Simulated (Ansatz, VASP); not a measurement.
## Two plane-wave programs on ZnS3

```
Zn S
1.0
     3.45875    0.00000    0.00000
     0.00000    3.45875    0.00000
     0.00000    0.00000    7.00953
Zn S
1 3
Cartesian
  1.7294 1.7294 3.5048
  0.0000 0.0000 5.2391
  0.0000 0.0000 1.7704
  1.7294 1.7294 0.0000
```

Change from the starting cell: species swapped into the MnFe3 type (P4/mmm, No. 123).

Alike in both runs: task single point; functional PBE; k mesh 6 × 6 × 4; occupations gaussian, width 0.1 eV; no spin polarisation.

|  | VASP | Ansatz |
| --- | --- | --- |
| version | VASP 6.6.1 | Ansatz 0.2.0 |
| potentials or method | VASP PAW PBE potentials, release 64 (Zn, S), cutoff 520 eV | scalar-relativistic, plane waves, PAW |
| valence electrons in the cell | 30 | 30 |

```csv
,VASP,Ansatz,Ansatz less VASP
gap on the k mesh at the Fermi level (eV),none,none,-
pressure (GPa),-11.7,-11.7,+0.03
"traceless stress, the component that is largest in VASP (GPa)",-1.04,-1.04,-0.003
rms of the force components (eV/Å),0.112,0.113,+0.0011
```

Atom by atom the forces differ by 0.001 eV/Å (rms over components). A gap of «none» marks a metal or a gap that the smearing closes. The functional is the same, so the differences come from potentials, cutoffs and numerics.
